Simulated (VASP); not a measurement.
# CaO in VASP: further runs, part 2 of 2

VASP 6.6.1. The steps go on from the part before.

## 3. Single point, PBE (strain +1.0%)

Input file INCAR:

```
SYSTEM = CaO
PREC     = Accurate       ! precision mode
ENCUT    = 520            ! plane-wave cutoff, eV
EDIFF    = 1E-7           ! SCF threshold, eV
ISMEAR   = 0              ! smearing method
SIGMA    = 0.01           ! smearing width, eV
LREAL    = .False.        ! projectors in reciprocal space
LASPH    = .True.         ! aspherical terms in the spheres
NELM     = 80             ! most SCF steps
ALGO     = Normal         ! electronic algorithm
ISIF     = 2              ! what is computed and relaxed
LWAVE    = .False.        ! write WAVECAR
LCHARG   = .True.         ! write CHGCAR
GGA      = PE             ! functional
LELF     = .True.         ! ELF
LVHAR    = .True.       
NBANDS   = 15             ! bands
```

Input file KPOINTS:

```
regular mesh
0
Gamma
  6 6 6
  0 0 0
```

Input file POSCAR:

```
CaO
1.0
    0.0000000000      2.4215256273      2.4215256273
    2.4215256273      0.0000000000      2.4215256273
    2.4215256273      2.4215256273      0.0000000000
Ca O
1 1
Direct
    0.0000000000      0.0000000000      0.0000000000
    0.5000000000      0.5000000000      0.5000000000
```

Potentials or basis: VASP PAW PBE potentials, release 64 (Ca_sv, O).

The run is started by

```console
$ cat potpaw_PBE.64/Ca_sv/POTCAR potpaw_PBE.64/O/POTCAR > POTCAR
$ mpirun -np 1 vasp_std > vasp.out
```

OUTCAR:

```text
SYSTEM = CaO
   PREC = Accurate
   ENCUT = 520
   EDIFF = 1E-7
   ISMEAR = 0
   LREAL = .False.
   LASPH = .True.
   NELM = 80
   ISIF = 2
   GGA = PE

 ion  position               nearest neighbor table
   1  0.000  0.000  0.000-   2 2.42   2 2.42   2 2.42   2 2.42   2 2.42   2 2.42
   2  0.500  0.500  0.500-   1 2.42   1 2.42   1 2.42   1 2.42   1 2.42   1 2.42

  LATTYP: Found a face centered cubic cell.
 ALAT       =     4.8430512546

  Lattice vectors:

 A1 = (   0.0000000000,   2.4215256273,   2.4215256273)
 A2 = (   2.4215256273,   0.0000000000,   2.4215256273)
 A3 = (   2.4215256273,   2.4215256273,   0.0000000000)

Analysis of symmetry for initial positions (statically):
=====================================================================
 Subroutine PRICEL returns:
 Original cell was already a primitive cell.

 Routine SETGRP: Setting up the symmetry group for a
 face centered cubic supercell.

 Subroutine GETGRP returns: Found 48 space group operations
 (whereof 48 operations were pure point group operations)
 out of a pool of 48 trial point group operations.

The static configuration has the point symmetry O_h .

Analysis of symmetry for dynamics (positions and initial velocities):
=====================================================================
 Subroutine PRICEL returns:
 Original cell was already a primitive cell.

 Routine SETGRP: Setting up the symmetry group for a
 face centered cubic supercell.

 Subroutine GETGRP returns: Found 48 space group operations
 (whereof 48 operations were pure point group operations)
 out of a pool of 48 trial point group operations.

The dynamic configuration has the point symmetry O_h .

 Subroutine INISYM returns: Found 48 space group operations
 (whereof 48 operations are pure point group operations),
 and found     1 'primitive' translations

----------------------------------------------------------------------------------------

                                     Primitive cell

  volume of cell :      28.3986

  direct lattice vectors                    reciprocal lattice vectors
     0.000000000  2.421525627  2.421525627    -0.206481399  0.206481399  0.206481399
     2.421525627  0.000000000  2.421525627     0.206481399 -0.206481399  0.206481399
     2.421525627  2.421525627  0.000000000     0.206481399  0.206481399 -0.206481399

  length of vectors
     3.424554384  3.424554384  3.424554384     0.357636274  0.357636274  0.357636274

  position of ions in fractional coordinates (direct lattice)
     0.000000000  0.000000000  0.000000000
     0.500000000  0.500000000  0.500000000

  ion indices of the primitive-cell ions
   primitive index   ion index
                 1           1
                 2           2

----------------------------------------------------------------------------------------

 KPOINTS: regular mesh

Automatic generation of k-mesh.
 Grid dimensions read from file:
 generate k-points for:    6    6    6

 Generating k-lattice:

  Cartesian coordinates                     Fractional coordinates (reciprocal lattice)
    -0.034413567  0.034413567  0.034413567     0.166666667  0.000000000  0.000000000
[... 32 lines left out ...]
   k-points           NKPTS =     16   k-points in BZ     NKDIM =     16   number of bands    NBANDS=     15
   number of dos      NEDOS =    301   number of ions     NIONS =      2
   total plane-waves  NPLWV =  21952
   dimension x,y,z NGX =    28 NGY =   28 NGZ =   28
   dimension x,y,z NGXF=    56 NGYF=   56 NGZF=   56
   ions per type =               1   1
   NGX,Y,Z   is equivalent  to a cutoff of  13.59, 13.59, 13.59 a.u.
   NGXF,Y,Z  is equivalent  to a cutoff of  27.19, 27.19, 27.19 a.u.
 SYSTEM =  CaO
   PREC   = accura    normal or accurate (medium, high low for compatibility)
   ISTART =      0    job   : 0-new  1-cont  2-samecut
   ICHARG =      2    charge: 1-file 2-atom 10-const
   ISPIN  =      1    spin polarized calculation?
   LNONCOLLINEAR =      F non collinear calculations
   LSORBIT =      F    spin-orbit coupling
   LASPH  =      T    aspherical Exc in radial PAW
   ENCUT  =  520.0 eV  38.22 Ry    6.18 a.u.   6.37  6.37  6.37*2*pi/ulx,y,z
   NELM   =     80;   NELMIN=  2; NELMDL= -5     # of ELM steps
   EDIFF  = 0.1E-06   stopping-criterion for ELM
   LREAL  =      F    real-space projection
   EDIFFG = 0.1E-05   stopping-criterion for IOM
   NSW    =      0    number of steps for IOM
   IBRION =     -1    ionic relax: 0-MD 1-quasi-New 2-CG
   NFREE  =      0    steps in history (QN), initial steepest desc. (CG)
   ISIF   =      2    stress and relaxation
   ISYM   =      2    0-nonsym 1-usesym 2-fastsym
   POTIM  = 0.5000    time-step for ionic-motion
   TEBEG  =    0.0;   TEEND  =   0.0 temperature during run
   PSTRESS=    0.0 pullay stress
   NELECT =      16.0000    total number of electrons
   NUPDOWN=      -1.0000    fix difference up-down
   EMIN   =  10.00;   EMAX   =-10.00  energy-range for DOS
   EFERMI =   0.00;   METHOD = LEGACY
   ISMEAR =     0;   SIGMA  =   0.01  broadening in eV -4-tet -1-fermi 0-gaus
   EFERMI_NEDOS =   21; number of points for ismear=-14 and -15
   IALGO  =     38    algorithm
   IMIX   =      4    mixing-type and parameters
     AMIX     =   0.40;   BMIX     =  1.00
     AMIX_MAG =   1.60;   BMIX_MAG =  1.00
  volume/ion in A,a.u.               =      14.20        95.82
  Fermi-wavevector in a.u.,A,eV,Ry     =   1.352122  2.555139 24.874618  1.828233
  Thomas-Fermi vector in A             =   2.479487
   LORBIT       =      0    0 simple, 1 ext, 2 COOP (PROOUT), +10 PAW based schemes
   GGA     = PE    functional components
   LHFCALC =     F    Hartree Fock is set to
   AEXX    =    0.0000 exact exchange contribution
   IVDW    =     0    specifies the selected vdW correction
   LEPSILON=     F    determine dielectric tensor
   LRPA    =     F    only Hartree local field effects (RPA)
 non-spin polarized calculation
 Gauss-broadening in eV      SIGMA  =   0.01
  energy-cutoff  :      520.00
  volume of cell :       28.40
 maximum number of plane-waves:       778
 NGX is ok and might be reduce to    28
   NGX = 13   NGY = 13   NGZ = 13

 number of electron      16.0000000 magnetization

 Free energy of the ion-electron system (eV)
  ---------------------------------------------------
  ext. energy  EPLUGINS =         0.00000000
  ---------------------------------------------------
  free energy    TOTEN  =       -12.80563780 eV

  energy without entropy =      -12.80563780  energy(sigma->0) =      -12.80563780

 E-fermi :   2.3756     XC(G=0): -10.3650

 val. band max:        2.2221033079   @ k =   0.0000   0.0000   0.0000
 cond. band min:       5.8629663988   @ k =   0.5000   0.5000   0.0000
 fundamental gap:      3.6408630909
 Fermi energy:         2.3756032379

 k-point     1 :       0.0000    0.0000    0.0000
  band No.  band energies     occupation
      1     -35.5088      2.00000
      2     -16.2885      2.00000
      3     -16.2885      2.00000
      4     -16.2885      2.00000
      5     -13.2661      2.00000
      6       2.2221      2.00000
      7       2.2221      2.00000
      8       2.2221      2.00000
      9       6.7527      0.00000
     10       8.3908      0.00000
     11       8.3908      0.00000
     12       8.3908      0.00000
     13       9.8551      0.00000
     14       9.8551      0.00000
[... 257 lines left out ...]
      2     -16.7598      2.00000
      3     -16.6325      2.00000
      4     -16.5872      2.00000
      5     -12.7647      2.00000
      6       1.0083      2.00000
      7       1.1744      2.00000
      8       1.4158      2.00000
      9       7.2098      0.00000
     10       9.7834      0.00000
     11      10.3995      0.00000
     12      11.6062      0.00000
     13      11.7576      0.00000
     14      14.9043      0.00000
     15      15.5723      0.00000

------------------------ aborting loop because EDIFF is reached ----------------------------------------

  FORCE on cell =-STRESS in cart. coord.  units (eV):
  Direction    XX          YY          ZZ          XY          YZ          ZX
  --------------------------------------------------------------------------------------
  -------------------------------------------------------------------------------------
  Total       -0.0440706     -0.0440706     -0.0440706     -0.0000000     -0.0000000      0.0000000
  in kB       -2.4863508     -2.4863508     -2.4863508     -0.0000000     -0.0000000      0.0000000
  external PRESSURE =      -2.4863508 kB  Pullay stress =       0.0000000 kB

 VOLUME and BASIS-vectors are now :
 -----------------------------------------------------------------------------
  energy-cutoff  :      520.00
  volume of cell :       28.40
      direct lattice vectors                 reciprocal lattice vectors
     0.000000000  2.421525627  2.421525627    -0.206481399  0.206481399  0.206481399
     2.421525627  0.000000000  2.421525627     0.206481399 -0.206481399  0.206481399
     2.421525627  2.421525627  0.000000000     0.206481399  0.206481399 -0.206481399

 POSITION                                       TOTAL-FORCE (eV/Angst)
 -----------------------------------------------------------------------------------
      0.00000      0.00000      0.00000         0.000000      0.000000      0.000000
      2.42153      2.42153      2.42153        -0.000000     -0.000000      0.000000
 -----------------------------------------------------------------------------------
    total drift:                                0.000000      0.000000      0.000000

  FREE ENERGIE OF THE ION-ELECTRON SYSTEM (eV)
  ---------------------------------------------------
  free  energy   TOTEN  =       -12.8056377978 eV

  energy  without entropy=      -12.8056377978  energy(sigma->0) =      -12.80563780
```

It took 22 s on 1 thread of AMD EPYC 7R43 (Zen 3), shared host; peak memory 0.12 GiB.

Results:

- Free energy: -12.8056 eV
- Pressure: -0.2 GPa
- Band gap on the k mesh: 3.64 eV, indirect (least direct gap 4.02 eV)

Levels at points of the mesh, in eV from the valence-band top:
| k point | band 6 | band 7 | band 8 | band 9 | band 10 | band 11 |
| --- | --- | --- | --- | --- | --- | --- |
| (0.00, 0.00, 0.00) | 0.00 | 0.00 | 0.00 | 4.53 | 6.17 | 6.17 |
| (0.50, 0.00, 0.00) | -2.59 | -1.16 | -1.16 | 6.94 | 8.23 | 8.23 |
| (0.50, 0.50, 0.00) | -1.31 | -0.38 | -0.38 | 3.64 | 7.88 | 8.76 |

Caveat: the cell differs from its parent crystal (strain +1.0%). A k mesh can miss the band edges.

## 4. Single point, PBE (epitaxial 111 strain -2.5%)

Input file INCAR:

```
PREC = Accurate ; ENCUT = 520
EDIFF = 1E-6 ; ISMEAR = 0
SIGMA = 0.01 ; LREAL = F
LASPH = T ; NELM = 80
ALGO = Normal ; ISIF = 2
LWAVE = F ; LCHARG = F
GGA = PE ; NBANDS = 15
```

Input file KPOINTS:

```
Automatic mesh
0
Gamma
  6 6 6
```

Input file POSCAR:

```
CaO
1.0
    0.0627784168      2.4003897896      2.4003897896
    2.4003897896      0.0627784168      2.4003897896
    2.4003897896      2.4003897896      0.0627784168
Ca O
1 1
Direct
    0.0000000000      0.0000000000      0.0000000000
    0.5000000000      0.5000000000      0.5000000000
```

The run is started by

```console
$ cat potpaw_PBE.64/Ca_sv/POTCAR potpaw_PBE.64/O/POTCAR > POTCAR
$ mpirun -np 1 vasp_std > vasp.out
```

It took 27 s on 1 thread of AMD EPYC 7R43 (Zen 3), shared host; peak memory 0.12 GiB.

Results (log left out):

- Free energy: -12.7498 eV
- Pressure: 7.7 GPa
- Band gap on the k mesh: 3.56 eV, indirect (least direct gap 3.91 eV)

Stress tensor (GPa, compression positive):
```
 7.66 -2.15 -2.15
-2.15  7.66 -2.15
-2.15 -2.15  7.66
```

Levels at points of the mesh, in eV from the valence-band top:
```csv
k point,band 4,band 5,band 6,band 7,band 8,band 9,band 10,band 11,band 12,band 13
"(0.00, 0.00, 0.00)",-18.25,-15.67,-0.14,0.00,0.00,4.98,6.05,6.39,6.39,7.87
"(0.50, 0.00, 0.00)",-18.31,-14.29,-2.79,-1.49,-1.28,7.16,8.46,8.76,8.79,10.73
"(0.50, 0.50, 0.00)",-18.51,-15.43,-1.33,-0.47,-0.35,3.56,8.29,9.06,9.77,9.77
"(0.50, 0.50, 0.50)",-18.30,-14.26,-2.80,-1.20,-1.20,7.09,8.38,8.38,8.82,10.66
```

Caveat: the cell differs from its parent crystal (epitaxial 111 strain -2.5%). A k mesh can miss the band edges.

## 5. Single point, PBE (shear xy strain -2.0%)

Input file INCAR:

```
PREC = Accurate
ENCUT = 520
EDIFF = 1E-6
ISMEAR = 0
SIGMA = 0.01
LREAL = F
LASPH = T
NELM = 60
ALGO = Normal
ISIF = 2
LWAVE = F
LCHARG = T
GGA = PE
LELF = T
LVHAR = T
NBANDS = 15
```

Input file KPOINTS:

```
regular mesh
0
Gamma
  6 6 6
```

Input file POSCAR:

```
CaO
1.0
   -0.0239755013      2.3975501260      2.3975501260
    2.3975501260     -0.0239755013      2.3975501260
    2.3735746247      2.3735746247      0.0000000000
Ca O
1 1
Direct
    0.0000000000      0.0000000000      0.0000000000
    0.5000000000      0.5000000000      0.5000000000
```

The run is started by

```console
$ cat potpaw_PBE.64/Ca_sv/POTCAR potpaw_PBE.64/O/POTCAR > POTCAR
$ mpirun -np 1 vasp_std > vasp.out
```

It took 48 s on 1 thread of AMD EPYC 7R43 (Zen 3), shared host; peak memory 0.13 GiB.

The run converged. Its results:

- Free energy: -12.7949 eV
- Pressure: 3.1 GPa
- Band gap on the k mesh: 3.60 eV, indirect (least direct gap 3.96 eV)

Stress tensor (GPa, compression positive):
```
3.06 1.51 0.00
1.51 3.06 0.00
0.00 0.00 3.02
```

Levels at points of the mesh, in eV from the valence-band top:
| k point | band 6 | band 7 | band 8 | band 9 | band 10 | band 11 |
| --- | --- | --- | --- | --- | --- | --- |
| (0.00, 0.00, 0.00) | -0.07 | -0.04 | 0.00 | 4.73 | 6.11 | 6.21 |
| (0.50, 0.00, 0.00) | -2.69 | -1.25 | -1.18 | 7.02 | 8.26 | 8.39 |
| (0.50, 0.50, 0.00) | -1.33 | -0.45 | -0.36 | 3.60 | 8.06 | 8.90 |
| (0.00, 0.00, 0.50) | -2.69 | -1.32 | -1.25 | 7.06 | 8.33 | 8.47 |
| (0.50, 0.00, 0.50) | -1.33 | -0.41 | -0.41 | 3.60 | 8.05 | 8.89 |

Caveat: the cell differs from its parent crystal (shear xy strain -2.0%).

## 6. Overview

| cell | gap on the mesh (eV) | pressure (GPa) |
| --- | --- | --- |
| a = 3.391 Å, angles 60.0°, 2 atoms | 3.63 | 3.1 |
| a = 3.425 Å, angles 60.0°, 2 atoms | 3.64 | -0.2 |
| a = 3.395 Å, angles 58.3°, 2 atoms | 3.56 | 7.7 |
| a = 3.391, b = 3.391, c = 3.357 Å, angles 60.3, 60.3, 60.7°, 2 atoms | 3.60 | 3.1 |

Alike in all rows: task single point; level PBE; potentials or basis VASP PAW PBE potentials, release 64 (Ca_sv, O); no spin polarisation; k mesh 6 × 6 × 6; cutoff (eV) 520; smearing gaussian 0.01 eV.

Absolute energies hang on the potentials; compare differences alone.
